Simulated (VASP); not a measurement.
Here is a VASP 6.6.1 calculation.

Contents of INCAR:

```
SYSTEM = InP
ALGO = Normal
EDIFF = 1E-6
ENCUT = 520
GGA = PS
ISIF = 2
ISMEAR = 0
LASPH = .True.
LCHARG = .False.
LREAL = .False.
LWAVE = .False.
NBANDS = 16
NELM = 80
PREC = Accurate
SIGMA = 0.01
```

File KPOINTS:

```
k-points
0
Gamma
  8 8 8
  0 0 0
```

File POSCAR:

```
InP
1.0
    2.9098893375      2.9098893375      0.0000000000
   -2.9098893375      2.9098893375      0.0000000000
    0.0000000000      2.9098893375      2.9569178520
In P
1 1
Direct
    0.0000000000      0.0000000000      0.0000000000
    0.7500000000      0.2500000000      0.5000000000
```

Potentials or basis: VASP PAW PBE potentials, release 64 (In_d, P).

The run is started by

```console
$ cat potpaw_PBE.64/In_d/POTCAR potpaw_PBE.64/P/POTCAR > POTCAR
$ mpirun -np 1 vasp_std > vasp.out
```

Task: Predict the band gap on the k mesh.

Result: 0.61 eV, direct.

Task: Estimate the pressure.

Result: 0.9 GPa.

Stress tensor (GPa, compression positive):
```
1.16 0.00 0.00
0.00 1.16 0.00
0.00 0.00 0.48
```

Caveat: the cell differs from its parent crystal (in-plane strain -0.01); the PAW data sets were made with another functional, which shifts forces and pressure a little; spin-orbit coupling is left out, which moves the levels of the heavy elements.
